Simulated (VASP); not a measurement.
C: single point with PBE+D3(BJ)

The system is C, a slab with vacuum.

```
C
1.0
     2.46570    0.00000    0.00000
    -1.23285    2.13536    0.00000
     0.00000    0.00000   17.50000
C
4
Direct
  0.33333 0.66667 0.25714
  0.66667 0.33333 0.25714
  0.33333 0.00000 0.44629
  0.66667 0.66667 0.44629
```

```yaml
Program: VASP 6.6.1
Task: single point
Functional: PBE
Dispersion: D3(BJ)
Potentials_or_basis: VASP PAW PBE potentials, release 64 (C)
Cutoff: 520 eV
k_mesh: 15 × 15 × 1
Occupations: gaussian, width 0.1 eV
Spin: no spin polarisation
```

The largest force is 0.032 eV/Å. The band gap on the k mesh is 0.42 eV, direct and the dispersion energy per atom is -0.121 eV.

Forces on the atoms (eV/Å):
```
C    0.008 -0.010 -0.030
C    0.005 -0.011 -0.030
C   -0.005  0.011  0.030
C   -0.008  0.010  0.030
```

Levels at points of the mesh, in eV from the valence-band top:
| k point | band 5 | band 6 | band 7 | band 8 | band 9 | band 10 | band 11 | band 12 |
| --- | --- | --- | --- | --- | --- | --- | --- | --- |
| (0.00, 0.00, 0.00) | -2.82 | -2.82 | -2.81 | -2.81 | 3.65 | 4.09 | 5.02 | 6.75 |

It took 69 s on 1 thread of Intel(R) Xeon(R) 6975P-C (Granite Rapids) (shared host), peak memory 0.23 GiB.
